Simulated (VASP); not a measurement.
# K (P4/mmm) in VASP: further runs

K is run at these levels: PBE; tasks: single point.

Everything below comes from runs of VASP 6.6.1. Logs are shortened: lines on timing, memory, paths and dates and some standing lists are left out, and cuts for length are marked.

**1. The cell of the first run**

It takes space group P4/mmm (No. 123, tetragonal). Conventional cell: a = 4.369 Å, b = 4.369 Å, c = 4.195 Å, α = 90.00°, β = 90.00°, γ = 90.00°. K (site symmetry 4/mmm) has 6 K at 4.19 to 4.37 Å within 5.5 Å.

**2. Single point, PBE**

Contents of INCAR:

```
SYSTEM = K
PREC = Accurate
ENCUT = 520
EDIFF = 1E-6
ISMEAR = 0
SIGMA = 0.15
LREAL = .FALSE.
LASPH = .TRUE.
NELM = 80
ALGO = Fast
ISIF = 2
LWAVE = .FALSE.
LCHARG = .FALSE.
GGA = PE
NBANDS = 10
```

Contents of KPOINTS:

```
regular mesh
0
G
  12 12 12
  0 0 0
```

Contents of POSCAR:

```
K
1.0
    4.3694939446      0.0000000000      0.0000000000
    0.0000000000      4.3694939446      0.0000000000
    0.0000000000      0.0000000000      4.1947141869
K
1
Direct
    0.0000000000      0.0000000000      0.0000000000
```

Potentials or basis: VASP PAW PBE potentials, release 64 (K_sv).

Launch:

```bash
cat potpaw_PBE.64/K_sv/POTCAR > POTCAR
mpirun -np 1 vasp_std > vasp.out
```

OUTCAR:

```text
SYSTEM = K
   PREC = Accurate
   ENCUT = 520
   EDIFF = 1E-6
   ISMEAR = 0
   LREAL = .FALSE.
   LASPH = .TRUE.
   NELM = 80
   ISIF = 2
   GGA = PE

 ion  position               nearest neighbor table
   1  0.000  0.000  0.000-

  LATTYP: Found a simple tetragonal cell.
 ALAT       =     4.3694939446
 C/A-ratio  =     0.9600000000

  Lattice vectors:

 A1 = (   4.3694939446,   0.0000000000,   0.0000000000)
 A2 = (   0.0000000000,   4.3694939446,   0.0000000000)
 A3 = (   0.0000000000,   0.0000000000,   4.1947141869)

Analysis of symmetry for initial positions (statically):
=====================================================================
 Subroutine PRICEL returns:
 Original cell was already a primitive cell.

 Routine SETGRP: Setting up the symmetry group for a
 simple tetragonal supercell.

 Subroutine GETGRP returns: Found 16 space group operations
 (whereof 16 operations were pure point group operations)
 out of a pool of 16 trial point group operations.

The static configuration has the point symmetry D_4h.

Analysis of symmetry for dynamics (positions and initial velocities):
=====================================================================
 Subroutine PRICEL returns:
 Original cell was already a primitive cell.

 Routine SETGRP: Setting up the symmetry group for a
 simple tetragonal supercell.

 Subroutine GETGRP returns: Found 16 space group operations
 (whereof 16 operations were pure point group operations)
 out of a pool of 16 trial point group operations.

The dynamic configuration has the point symmetry D_4h.

 Subroutine INISYM returns: Found 16 space group operations
 (whereof 16 operations are pure point group operations),
 and found     1 'primitive' translations

----------------------------------------------------------------------------------------

                                     Primitive cell

  volume of cell :      80.0875

  direct lattice vectors                    reciprocal lattice vectors
     4.369493945  0.000000000  0.000000000     0.228859454  0.000000000  0.000000000
     0.000000000  4.369493945  0.000000000     0.000000000  0.228859454  0.000000000
     0.000000000  0.000000000  4.194714187     0.000000000  0.000000000  0.238395265

  length of vectors
     4.369493945  4.369493945  4.194714187     0.228859454  0.228859454  0.238395265

  position of ions in fractional coordinates (direct lattice)
     0.000000000  0.000000000  0.000000000

  ion indices of the primitive-cell ions
   primitive index   ion index
                 1           1

----------------------------------------------------------------------------------------

 KPOINTS: regular mesh

Automatic generation of k-mesh.
 Grid dimensions read from file:
 generate k-points for:   12   12   12

 Generating k-lattice:

  Cartesian coordinates                     Fractional coordinates (reciprocal lattice)
     0.019071621  0.000000000  0.000000000     0.083333333  0.000000000  0.000000000
     0.000000000  0.019071621  0.000000000     0.000000000  0.083333333  0.000000000
     0.000000000  0.000000000  0.019866272     0.000000000  0.000000000  0.083333333

  Length of vectors
     0.019071621  0.019071621  0.019866272

  Shift w.r.t. Gamma in fractional coordinates (k-lattice)
     0.000000000  0.000000000  0.000000000

 Subroutine IBZKPT returns following result:
 ===========================================

 Found    196 irreducible k-points:

 Following reciprocal coordinates:
            Coordinates               Weight
  0.000000  0.000000  0.000000      1.000000
  0.083333  0.000000  0.000000      4.000000
  0.166667  0.000000  0.000000      4.000000
  0.250000  0.000000  0.000000      4.000000
  0.333333  0.000000  0.000000      4.000000
  0.416667  0.000000  0.000000      4.000000
[... 16 lines left out ...]
  0.333333  0.333333  0.000000      4.000000
  0.416667  0.333333  0.000000      8.000000
 [... further k-points ...]
   k-points           NKPTS =    196   k-points in BZ     NKDIM =    196   number of bands    NBANDS=     10
   number of dos      NEDOS =    301   number of ions     NIONS =      1
   total plane-waves  NPLWV =  32768
   dimension x,y,z NGX =    32 NGY =   32 NGZ =   32
   dimension x,y,z NGXF=    64 NGYF=   64 NGZF=   64
   ions per type =               1
   NGX,Y,Z   is equivalent  to a cutoff of  12.18, 12.18, 12.68 a.u.
   NGXF,Y,Z  is equivalent  to a cutoff of  24.35, 24.35, 25.36 a.u.
 SYSTEM =  K
   PREC   = accura    normal or accurate (medium, high low for compatibility)
   ISTART =      0    job   : 0-new  1-cont  2-samecut
   ICHARG =      2    charge: 1-file 2-atom 10-const
   ISPIN  =      1    spin polarized calculation?
   LNONCOLLINEAR =      F non collinear calculations
   LSORBIT =      F    spin-orbit coupling
   LASPH  =      T    aspherical Exc in radial PAW
   ENCUT  =  520.0 eV  38.22 Ry    6.18 a.u.   8.12  8.12  7.80*2*pi/ulx,y,z
   NELM   =     80;   NELMIN=  2; NELMDL= -5     # of ELM steps
   EDIFF  = 0.1E-05   stopping-criterion for ELM
   LREAL  =      F    real-space projection
   EDIFFG = 0.1E-04   stopping-criterion for IOM
   NSW    =      0    number of steps for IOM
   IBRION =     -1    ionic relax: 0-MD 1-quasi-New 2-CG
   NFREE  =      0    steps in history (QN), initial steepest desc. (CG)
   ISIF   =      2    stress and relaxation
   ISYM   =      2    0-nonsym 1-usesym 2-fastsym
   POTIM  = 0.5000    time-step for ionic-motion
   TEBEG  =    0.0;   TEEND  =   0.0 temperature during run
   PSTRESS=    0.0 pullay stress
   NELECT =       9.0000    total number of electrons
   NUPDOWN=      -1.0000    fix difference up-down
   EMIN   =  10.00;   EMAX   =-10.00  energy-range for DOS
   EFERMI =   0.00;   METHOD = LEGACY
   ISMEAR =     0;   SIGMA  =   0.15  broadening in eV -4-tet -1-fermi 0-gaus
   EFERMI_NEDOS =   21; number of points for ismear=-14 and -15
   IALGO  =     68    algorithm
   IMIX   =      4    mixing-type and parameters
     AMIX     =   0.40;   BMIX     =  1.00
     AMIX_MAG =   1.60;   BMIX_MAG =  1.00
  volume/ion in A,a.u.               =      80.09       540.46
  Fermi-wavevector in a.u.,A,eV,Ry     =   0.790013  1.492908  8.491671  0.624120
  Thomas-Fermi vector in A             =   1.895269
   LORBIT       =      0    0 simple, 1 ext, 2 COOP (PROOUT), +10 PAW based schemes
   GGA     = PE    functional components
   LHFCALC =     F    Hartree Fock is set to
   AEXX    =    0.0000 exact exchange contribution
   IVDW    =     0    specifies the selected vdW correction
   LEPSILON=     F    determine dielectric tensor
   LRPA    =     F    only Hartree local field effects (RPA)
 non-spin polarized calculation
 RMM-DIIS sequential band-by-band and
 Gauss-broadening in eV      SIGMA  =   0.15
  energy-cutoff  :      520.00
  volume of cell :       80.09
 maximum number of plane-waves:      2192
   NGX = 17   NGY = 17   NGZ = 15

 number of electron       9.0000002 magnetization

 Free energy of the ion-electron system (eV)
  ---------------------------------------------------
  ext. energy  EPLUGINS =         0.00000000
  ---------------------------------------------------
  free energy    TOTEN  =        -0.94465084 eV

  energy without entropy =       -0.93537453  energy(sigma->0) =       -0.94001269

 E-fermi :  -0.2647     XC(G=0):  -5.4397

 val. band max:       -0.2665016577   @ k =   0.4167   0.0833   0.2500
 cond. band min:      -0.2447742578   @ k =   0.2500   0.0000   0.4167
 fundamental gap:      0.0217273999
 Fermi energy:        -0.2646871251

 k-point     1 :       0.0000    0.0000    0.0000
  band No.  band energies     occupation
      1     -32.6179      2.00000
      2     -16.0614      2.00000
      3     -16.0614      2.00000
      4     -16.0531      2.00000
      5      -2.3183      2.00000
      6       2.5612      0.00000
      7       2.6631      0.00000
      8       5.8263      0.00000
      9       5.8300      0.00000
     10       5.8881      0.00000

 k-point     2 :       0.0833    0.0000    0.0000
  band No.  band energies     occupation
      1     -32.6176      2.00000
      2     -16.0663      2.00000
      3     -16.0610      2.00000
      4     -16.0527      2.00000
      5      -2.2559      2.00000
      6       2.4996      0.00000
      7       2.6763      0.00000
      8       5.3839      0.00000
      9       5.5974      0.00000
     10       5.7013      0.00000

 k-point     3 :       0.1667    0.0000    0.0000
  band No.  band energies     occupation
      1     -32.6170      2.00000
      2     -16.0798      2.00000
      3     -16.0598      2.00000
      4     -16.0516      2.00000
      5      -2.0710      2.00000
      6       2.2292      0.00000
      7       2.7544      0.00000
      8       5.0114      0.00000
      9       5.3200      0.00000
     10       5.3296      0.00000

 k-point     4 :       0.2500    0.0000    0.0000
  band No.  band energies     occupation
      1     -32.6162      2.00000
      2     -16.0982      2.00000
      3     -16.0583      2.00000
      4     -16.0502      2.00000
      5      -1.7697      2.00000
      6       1.7257      0.00000
      7       2.8818      0.00000
      8       4.7051      0.00000
      9       5.0240      0.00000
     10       5.3579      0.00000

 k-point     5 :       0.3333    0.0000    0.0000
  band No.  band energies     occupation
      1     -32.6153      2.00000
      2     -16.1164      2.00000
      3     -16.0568      2.00000
      4     -16.0487      2.00000
      5      -1.3614      2.00000
      6       1.0822      0.00000
      7       3.0261      0.00000
      8       4.4759      0.00000
      9       4.7885      0.00000
     10       5.6394      0.00000

 k-point     6 :       0.4167    0.0000    0.0000
  band No.  band energies     occupation
      1     -32.6147      2.00000
      2     -16.1296      2.00000
      3     -16.0556      2.00000
      4     -16.0476      2.00000
      5      -0.8606      2.00000
      6       0.4080      0.00000
      7       3.1447      0.00000
      8       4.3342      0.00000
      9       4.6439      0.00000
     10       6.0511      0.00000
[... 183 lines left out ...]
 k-point    21 :       0.4167    0.2500    0.0000
  band No.  band energies     occupation
      1     -32.6130      2.00000
      2     -16.1253      2.00000
      3     -16.0911      2.00000
      4     -16.0448      2.00000
      5      -0.3607      1.63477
      6       0.8250      0.00000
      7       2.6878      0.00000
      8       3.3560      0.00000
      9       4.8103      0.00000
     10       5.3790      0.00000

 k-point    22 :       0.5000    0.2500    0.0000
  band No.  band energies     occupation
      1     -32.6128      2.00000
      2     -16.1300      2.00000
      3     -16.0906      2.00000
      4     -16.0444      2.00000
      5       0.1968      0.00001
      6       0.2072      0.00001
      7       3.0126      0.00000
      8       3.0431      0.00000
      9       4.7671      0.00000
     10       5.3936      0.00000

 k-point    23 :       0.3333    0.3333    0.0000
  band No.  band energies     occupation
      1     -32.6128      2.00000
      2     -16.1108      2.00000
      3     -16.1096      2.00000
      4     -16.0444      2.00000
      5      -0.4669      1.94345
      6       1.6524      0.00000
      7       1.9077      0.00000
      8       3.3670      0.00000
      9       4.9638      0.00000
     10       5.1728      0.00000

 k-point    24 :       0.4167    0.3333    0.0000
  band No.  band energies     occupation
      1     -32.6122      2.00000
      2     -16.1231      2.00000
      3     -16.1087      2.00000
      4     -16.0434      2.00000
      5      -0.0068      0.01506
      6       1.1295      0.00000
      7       2.1707      0.00000
      8       3.0273      0.00000
      9       4.9009      0.00000
     10       5.1539      0.00000

 [... further k-points ...]

------------------------ aborting loop because EDIFF is reached ----------------------------------------

  FORCE on cell =-STRESS in cart. coord.  units (eV):
  Direction    XX          YY          ZZ          XY          YZ          ZX
  --------------------------------------------------------------------------------------
  -------------------------------------------------------------------------------------
  Total       -0.0710220     -0.0710220      0.1136515      0.0000000      0.0000000      0.0000000
  in kB       -1.4208200     -1.4208200      2.2736374      0.0000000      0.0000000      0.0000000
  external PRESSURE =      -0.1893342 kB  Pullay stress =       0.0000000 kB

 VOLUME and BASIS-vectors are now :
 -----------------------------------------------------------------------------
  energy-cutoff  :      520.00
  volume of cell :       80.09
      direct lattice vectors                 reciprocal lattice vectors
     4.369493945  0.000000000  0.000000000     0.228859454  0.000000000  0.000000000
     0.000000000  4.369493945  0.000000000     0.000000000  0.228859454  0.000000000
     0.000000000  0.000000000  4.194714187     0.000000000  0.000000000  0.238395265

 POSITION                                       TOTAL-FORCE (eV/Angst)
 -----------------------------------------------------------------------------------
      0.00000      0.00000      0.00000         0.000000      0.000000      0.000000
 -----------------------------------------------------------------------------------
    total drift:                                0.000000     -0.000000      0.000000

  FREE ENERGIE OF THE ION-ELECTRON SYSTEM (eV)
  ---------------------------------------------------
  free  energy   TOTEN  =        -0.9446508386 eV

  energy  without entropy=       -0.9353745334  energy(sigma->0) =       -0.94001269
```

It took 32 s on 1 thread of Intel Xeon 6975P-C (Granite Rapids), shared host; peak memory 0.27 GiB.

Results:

- Free energy: -0.9447 eV
- Pressure: 0.0 GPa

Stress tensor (GPa, compression positive):
```
-0.14  0.00  0.00
 0.00 -0.14  0.00
 0.00  0.00  0.23
```

Levels at points of the mesh, in eV from the Fermi level:
```tsv
k point	band 1	band 2	band 3	band 4	band 5	band 6	band 7	band 8
(0.00, 0.00, 0.00)	-32.35	-15.80	-15.80	-15.79	-2.05	2.83	2.93	6.09
(0.50, 0.00, 0.00)	-32.35	-15.87	-15.79	-15.78	-0.12	0.14	3.46	4.55
(0.50, 0.50, 0.00)	-32.35	-15.86	-15.86	-15.78	1.12	1.93	2.02	2.02
(0.00, 0.00, 0.50)	-32.35	-15.90	-15.79	-15.79	0.09	0.27	3.54	4.49
(0.50, 0.00, 0.50)	-32.34	-15.89	-15.86	-15.78	1.15	2.13	2.17	2.24
(0.50, 0.50, 0.50)	-32.34	-15.88	-15.85	-15.85	2.23	2.23	2.40	4.25
```

**3. Single point, PBE**

This run uses another cell than the first one, of the same volume but with other edges.

Contents of INCAR:

```
PREC = Accurate ; ENCUT = 520
EDIFF = 1E-6 ; ISMEAR = 0
SIGMA = 0.15 ; LREAL = False
LASPH = True ; NELM = 60
ALGO = Fast ; ISIF = 2
LWAVE = False ; LCHARG = True
GGA = PE ; LELF = True
LVHAR = True ; NBANDS = 10
```

Contents of KPOINTS:

```
Automatic mesh
0
Gamma
  12 12 12
```

Contents of POSCAR:

```
K
1.0
    4.2409041129      0.0000000000      0.0000000000
    0.0000000000      4.2409041129      0.0000000000
    0.0000000000      0.0000000000      4.4529493186
K
1
Direct
    0.0000000000      0.0000000000      0.0000000000
```

Potentials or basis: VASP PAW PBE potentials, release 64 (K_sv).

Launch:

```bash
cat potpaw_PBE.64/K_sv/POTCAR > POTCAR
mpirun -np 1 vasp_std > vasp.out
```

It took 48 s on 1 thread of Intel Xeon 6975P-C (Granite Rapids), shared host; peak memory 0.28 GiB.

Results (log left out):

```
Free energy : -0.9438 eV
Pressure    : 0.0 GPa
```

Stress tensor (GPa, compression positive):
```
 0.11  0.00  0.00
 0.00  0.11  0.00
 0.00  0.00 -0.28
```

Levels at points of the mesh, in eV from the Fermi level:
```
           k point  band 1  band 2  band 3  band 4  band 5  band 6  band 7  band 8
(0.00, 0.00, 0.00)  -32.35  -15.80  -15.79  -15.79   -2.05    2.81    2.94    5.79
(0.50, 0.00, 0.00)  -32.35  -15.89  -15.79  -15.78    0.03    0.23    3.51    4.37
(0.50, 0.50, 0.00)  -32.34  -15.88  -15.88  -15.78    1.16    2.22    2.28    2.28
(0.00, 0.00, 0.50)  -32.35  -15.86  -15.79  -15.79   -0.22    0.08    3.43    4.80
(0.50, 0.00, 0.50)  -32.35  -15.88  -15.85  -15.78    1.14    1.98    2.03    2.12
(0.50, 0.50, 0.50)  -32.34  -15.87  -15.87  -15.84    2.15    2.36    2.36    4.25
```
